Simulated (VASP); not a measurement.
# Tb3YPb (P-6m2) in VASP: single point with PBE

Aim: the single point of Tb3YPb with PBE.

Program: VASP 6.6.1. These are calculated values, not measurements. Logs are shortened: lines on timing, memory, paths and dates and some standing lists are left out, and cuts for length are marked.

### 1 The cell of the first run

The structure is hexagonal, space group P-6m2 (No. 187). The conventional cell has a = 5.701 Å, b = 5.701 Å, c = 6.223 Å, α = 90.00°, β = 90.00°, γ = 120.00°. Within 4.1 Å of Tb (site symmetry -6m2) lie 2 Tb at 3.11 Å and 3 Pb at 3.29 Å. Tb (site symmetry -6m2) has 5 Tb at 3.11 to 3.29 Å and 3 Y at 3.29 Å within 4.1 Å. Within 4.3 Å of Tb (site symmetry -6m2) lie 3 Tb at 3.29 Å and 3 Y at 3.29 Å. Within 4.1 Å of Y (site symmetry -6m2) lie 2 Pb at 3.11 Å and 6 Tb at 3.29 Å. Pb (site symmetry -6m2) has 2 Y at 3.11 Å and 3 Tb at 3.29 Å within 4.1 Å.

The cell was built from a structure type or drawn by symmetry, and may not be a known phase.

### 2 Single point, PBE

File INCAR:

```
ALGO = Normal
EDIFF = 1E-6
ENCUT = 500
GGA = PE
GGA_COMPAT = F
ISIF = 2
ISMEAR = 0
LASPH = T
LCHARG = F
LMAXMIX = 6
LREAL = F
LWAVE = F
NBANDS = 34
NELM = 200
PREC = Accurate
SIGMA = 0.2
```

File KPOINTS:

```
k-points
0
Gamma
  4 4 3
```

File POSCAR:

```
Tb3YPb
1.0
    5.7008992908      0.0000000032      0.0000000000
   -2.8504496482      4.9371236087      0.0000000000
    0.0000000000      0.0000000000      6.2227941277
Tb Y Pb
3 1 1
Direct
    0.3333333333      0.6666666667      0.0000000000
    0.3333333333      0.6666666667      0.5000000000
    0.6666666667      0.3333333333      0.5000000000
    0.0000000000      0.0000000000      0.5000000000
    0.0000000000      0.0000000000      0.0000000000
```

Potentials or basis: VASP PAW PBE potentials, release 64 (Tb_3, Y_sv, Pb_d), 4f in core.

Launch:

```sh
cat potpaw_PBE.64/Tb_3/POTCAR potpaw_PBE.64/Y_sv/POTCAR potpaw_PBE.64/Pb_d/POTCAR > POTCAR
mpirun -np 1 vasp_std > vasp.out
```

OUTCAR:

```text
EDIFF = 1E-6
   ENCUT = 500
   GGA = PE
   ISIF = 2
   ISMEAR = 0
   LASPH = T
   LREAL = F
   NELM = 200
   PREC = Accurate

 ion  position               nearest neighbor table
   1  0.333  0.667  0.000-   2 3.11   2 3.11   5 3.29   5 3.29   5 3.29
   2  0.333  0.667  0.500-   1 3.11   1 3.11   3 3.29   4 3.29   3 3.29   4 3.29   4 3.29   3 3.29

   3  0.667  0.333  0.500-   2 3.29   4 3.29   2 3.29   4 3.29   4 3.29   2 3.29
   4  0.000  0.000  0.500-   5 3.11   5 3.11   2 3.29   3 3.29   3 3.29   2 3.29   3 3.29   2 3.29

   5  0.000  0.000  0.000-   4 3.11   4 3.11   1 3.29   1 3.29   1 3.29

  LATTYP: Found a hexagonal cell.
 ALAT       =     5.7008992908
 C/A-ratio  =     1.0915460545

  Lattice vectors:

 A1 = (   5.7008992908,   0.0000000032,   0.0000000000)
 A2 = (  -2.8504496482,   4.9371236087,   0.0000000000)
 A3 = (   0.0000000000,   0.0000000000,   6.2227941277)

Analysis of symmetry for initial positions (statically):
=====================================================================
 Subroutine PRICEL returns:
 Original cell was already a primitive cell.

 Routine SETGRP: Setting up the symmetry group for a
 hexagonal supercell.

 Subroutine GETGRP returns: Found 12 space group operations
 (whereof 12 operations were pure point group operations)
 out of a pool of 24 trial point group operations.

The static configuration has the point symmetry D_3h.

Analysis of symmetry for dynamics (positions and initial velocities):
=====================================================================
 Subroutine PRICEL returns:
 Original cell was already a primitive cell.

 Routine SETGRP: Setting up the symmetry group for a
 hexagonal supercell.

 Subroutine GETGRP returns: Found 12 space group operations
 (whereof 12 operations were pure point group operations)
 out of a pool of 24 trial point group operations.

The dynamic configuration has the point symmetry D_3h.

 Subroutine INISYM returns: Found 12 space group operations
 (whereof 12 operations are pure point group operations),
 and found     1 'primitive' translations

----------------------------------------------------------------------------------------

                                     Primitive cell

  volume of cell :     175.1470

  direct lattice vectors                    reciprocal lattice vectors
     5.700899291  0.000000003  0.000000000     0.175410922  0.101273543  0.000000000
    -2.850449648  4.937123609  0.000000000    -0.000000000  0.202547086  0.000000000
     0.000000000  0.000000000  6.222794128     0.000000000  0.000000000  0.160699515

  length of vectors
     5.700899291  5.700899291  6.222794128     0.202547086  0.202547086  0.160699515

  position of ions in fractional coordinates (direct lattice)
     0.333333333  0.666666667  0.000000000
     0.333333333  0.666666667  0.500000000
     0.666666667  0.333333333  0.500000000
     0.000000000  0.000000000  0.500000000
     0.000000000  0.000000000  0.000000000

  ion indices of the primitive-cell ions
   primitive index   ion index
                 1           1
                 2           2
                 3           3
                 4           4
                 5           5

----------------------------------------------------------------------------------------

 KPOINTS: k-points

Automatic generation of k-mesh.
 Grid dimensions read from file:
 generate k-points for:    4    4    3

 Generating k-lattice:

  Cartesian coordinates                     Fractional coordinates (reciprocal lattice)
     0.043852730  0.025318386  0.000000000     0.250000000  0.000000000  0.000000000
    -0.000000000  0.050636771  0.000000000     0.000000000  0.250000000  0.000000000
     0.000000000  0.000000000  0.053566505     0.000000000  0.000000000  0.333333333

  Length of vectors
     0.050636771  0.050636771  0.053566505

  Shift w.r.t. Gamma in fractional coordinates (k-lattice)
     0.000000000  0.000000000  0.000000000

 Subroutine IBZKPT returns following result:
 ===========================================

 Found      8 irreducible k-points:

 Following reciprocal coordinates:
            Coordinates               Weight
  0.000000  0.000000  0.000000      1.000000
  0.250000 -0.000000  0.000000      6.000000
  0.500000 -0.000000  0.000000      3.000000
  0.250000  0.250000  0.000000      6.000000
  0.000000  0.000000  0.333333      2.000000
  0.250000 -0.000000  0.333333     12.000000
  0.500000 -0.000000  0.333333      6.000000
  0.250000  0.250000  0.333333     12.000000
   k-points           NKPTS =      8   k-points in BZ     NKDIM =      8   number of bands    NBANDS=     34
   number of dos      NEDOS =    301   number of ions     NIONS =      5
   total plane-waves  NPLWV =  84672
   dimension x,y,z NGX =    42 NGY =   42 NGZ =   48
   dimension x,y,z NGXF=    84 NGYF=   84 NGZF=   96
   ions per type =               3   1   1
   NGX,Y,Z   is equivalent  to a cutoff of  12.25, 12.25, 12.82 a.u.
   NGXF,Y,Z  is equivalent  to a cutoff of  24.50, 24.50, 25.65 a.u.
 SYSTEM =  unknown system
   PREC   = accura    normal or accurate (medium, high low for compatibility)
   ISTART =      0    job   : 0-new  1-cont  2-samecut
   ICHARG =      2    charge: 1-file 2-atom 10-const
   ISPIN  =      1    spin polarized calculation?
   LNONCOLLINEAR =      F non collinear calculations
   LSORBIT =      F    spin-orbit coupling
   LASPH  =      T    aspherical Exc in radial PAW
   ENCUT  =  500.0 eV  36.75 Ry    6.06 a.u.  10.39 10.39 11.35*2*pi/ulx,y,z
   NELM   =    200;   NELMIN=  2; NELMDL= -5     # of ELM steps
   EDIFF  = 0.1E-05   stopping-criterion for ELM
   LREAL  =      F    real-space projection
   EDIFFG = 0.1E-04   stopping-criterion for IOM
   NSW    =      0    number of steps for IOM
   IBRION =     -1    ionic relax: 0-MD 1-quasi-New 2-CG
   NFREE  =      0    steps in history (QN), initial steepest desc. (CG)
   ISIF   =      2    stress and relaxation
   ISYM   =      2    0-nonsym 1-usesym 2-fastsym
   POTIM  = 0.5000    time-step for ionic-motion
   TEBEG  =    0.0;   TEEND  =   0.0 temperature during run
   PSTRESS=    0.0 pullay stress
   NELECT =      52.0000    total number of electrons
   NUPDOWN=      -1.0000    fix difference up-down
   EMIN   =  10.00;   EMAX   =-10.00  energy-range for DOS
   EFERMI =   0.00;   METHOD = LEGACY
   ISMEAR =     0;   SIGMA  =   0.20  broadening in eV -4-tet -1-fermi 0-gaus
   EFERMI_NEDOS =   21; number of points for ismear=-14 and -15
   IALGO  =     38    algorithm
   IMIX   =      4    mixing-type and parameters
     AMIX     =   0.40;   BMIX     =  1.00
     AMIX_MAG =   1.60;   BMIX_MAG =  1.00
  volume/ion in A,a.u.               =      35.03       236.39
  Fermi-wavevector in a.u.,A,eV,Ry     =   1.092132  2.063830 16.228371  1.192752
  Thomas-Fermi vector in A             =   2.228391
   LORBIT       =      0    0 simple, 1 ext, 2 COOP (PROOUT), +10 PAW based schemes
   GGA     = PE    functional components
   LHFCALC =     F    Hartree Fock is set to
   AEXX    =    0.0000 exact exchange contribution
   IVDW    =     0    specifies the selected vdW correction
   LEPSILON=     F    determine dielectric tensor
   LRPA    =     F    only Hartree local field effects (RPA)
 non-spin polarized calculation
 Gauss-broadening in eV      SIGMA  =   0.20
  energy-cutoff  :      500.00
  volume of cell :      175.15
 maximum number of plane-waves:      4469
 NGX is ok and might be reduce to    42
   NGX = 21   NGY = 21   NGZ = 23

 number of electron      52.0000000 magnetization

 Free energy of the ion-electron system (eV)
  ---------------------------------------------------
  ext. energy  EPLUGINS =         0.00000000
  ---------------------------------------------------
  free energy    TOTEN  =       -22.00955175 eV

  energy without entropy =      -21.84452651  energy(sigma->0) =      -21.92703913

 E-fermi :   3.2361     XC(G=0):  -9.2480

 val. band max:        3.2101232491   @ k =   0.2500  -0.0000   0.3333
 cond. band min:       3.2402099701   @ k =   0.2500   0.2500   0.3333
 fundamental gap:      0.0300867210
 Fermi energy:         3.2361203091

 k-point     1 :       0.0000    0.0000    0.0000
  band No.  band energies     occupation
      1     -39.1977      2.00000
      2     -20.2427      2.00000
      3     -19.9839      2.00000
      4     -19.9839      2.00000
      5     -19.8651      2.00000
      6     -19.8651      2.00000
[... 26 lines left out ...]
     33       4.6193      0.00000
     34       5.4575      0.00000

 k-point     2 :       0.2500   -0.0000    0.0000
  band No.  band energies     occupation
      1     -39.1979      2.00000
      2     -20.2394      2.00000
      3     -20.0026      2.00000
      4     -19.9871      2.00000
      5     -19.9272      2.00000
      6     -19.8648      2.00000
[... 26 lines left out ...]
     33       5.0335      0.00000
     34       5.4264      0.00000

 k-point     3 :       0.5000   -0.0000    0.0000
  band No.  band energies     occupation
      1     -39.1982      2.00000
      2     -20.2362      2.00000
      3     -20.0405      2.00000
      4     -19.9834      2.00000
      5     -19.9497      2.00000
      6     -19.8212      2.00000
[... 26 lines left out ...]
     33       5.3714      0.00000
     34       5.6601      0.00000

 k-point     4 :       0.2500    0.2500    0.0000
  band No.  band energies     occupation
      1     -39.1982      2.00000
      2     -20.2362      2.00000
      3     -19.9971      2.00000
      4     -19.9847      2.00000
      5     -19.9158      2.00000
      6     -19.8569      2.00000
[... 26 lines left out ...]
     33       5.6677      0.00000
     34       6.0030      0.00000

 k-point     5 :       0.0000    0.0000    0.3333
  band No.  band energies     occupation
      1     -39.1976      2.00000
      2     -20.0444      2.00000
      3     -19.9763      2.00000
      4     -19.9763      2.00000
      5     -19.8680      2.00000
      6     -19.8680      2.00000
[... 26 lines left out ...]
     33       5.0820      0.00000
     34       5.4017      0.00000

 k-point     6 :       0.2500   -0.0000    0.3333
  band No.  band energies     occupation
      1     -39.1978      2.00000
      2     -20.0424      2.00000
      3     -19.9843      2.00000
      4     -19.9790      2.00000
      5     -19.9426      2.00000
      6     -19.8703      2.00000
[... 26 lines left out ...]
     33       5.0628      0.00000
     34       5.5942      0.00000

 k-point     7 :       0.5000   -0.0000    0.3333
  band No.  band energies     occupation
      1     -39.1980      2.00000
      2     -20.0405      2.00000
      3     -20.0230      2.00000
      4     -19.9799      2.00000
      5     -19.9650      2.00000
      6     -19.8206      2.00000
[... 26 lines left out ...]
     33       4.8770      0.00000
     34       5.6411      0.00000

 k-point     8 :       0.2500    0.2500    0.3333
  band No.  band energies     occupation
      1     -39.1980      2.00000
      2     -20.0412      2.00000
      3     -19.9827      2.00000
      4     -19.9775      2.00000
      5     -19.9245      2.00000
      6     -19.8635      2.00000
[... 26 lines left out ...]
     33       5.4125      0.00000
     34       5.6409      0.00000

------------------------ aborting loop because EDIFF is reached ----------------------------------------

  FORCE on cell =-STRESS in cart. coord.  units (eV):
  Direction    XX          YY          ZZ          XY          YZ          ZX
  --------------------------------------------------------------------------------------
  -------------------------------------------------------------------------------------
  Total        0.5695921      0.5695921      0.0754978     -0.0000000     -0.0000000     -0.0000000
  in kB        5.2104080      5.2104080      0.6906242     -0.0000000     -0.0000000     -0.0000000
  external PRESSURE =       3.7038134 kB  Pullay stress =       0.0000000 kB

 VOLUME and BASIS-vectors are now :
 -----------------------------------------------------------------------------
  energy-cutoff  :      500.00
  volume of cell :      175.15
      direct lattice vectors                 reciprocal lattice vectors
     5.700899291  0.000000003  0.000000000     0.175410922  0.101273543  0.000000000
    -2.850449648  4.937123609  0.000000000    -0.000000000  0.202547086  0.000000000
     0.000000000  0.000000000  6.222794128     0.000000000  0.000000000  0.160699515

 POSITION                                       TOTAL-FORCE (eV/Angst)
 -----------------------------------------------------------------------------------
     -0.00000      3.29142      0.00000         0.000000     -0.000000      0.000000
     -0.00000      3.29142      3.11140        -0.000000     -0.000000      0.000000
      2.85045      1.64571      3.11140         0.000000     -0.000000      0.000000
      0.00000      0.00000      3.11140        -0.000000     -0.000000      0.000000
      0.00000      0.00000      0.00000        -0.000000      0.000000      0.000000
 -----------------------------------------------------------------------------------
    total drift:                               -0.000000      0.000000     -0.000000

  FREE ENERGIE OF THE ION-ELECTRON SYSTEM (eV)
  ---------------------------------------------------
  free  energy   TOTEN  =       -22.0095517505 eV

  energy  without entropy=      -21.8445265138  energy(sigma->0) =      -21.92703913
```

Run time: 60 s. Hardware: 1 thread of Intel Xeon Platinum 8488C (Sapphire Rapids), shared host; peak memory 0.31 GiB.

Results:

```
Free energy            : -22.0096 eV
Pressure               : 0.4 GPa
Band gap on the k mesh : zero (bands 26 and 27 overlap by 0.46 eV)
```

Stress tensor (GPa, compression positive):
```
0.52 0.00 0.00
0.00 0.52 0.00
0.00 0.00 0.07
```

Caveat: spin-orbit coupling is left out, which moves the levels of the heavy elements; the 4f electrons are frozen in the core, so they carry no moment and show no levels. Spin polarisation is off, so any magnetic state and its effect on volume and gap are missing.
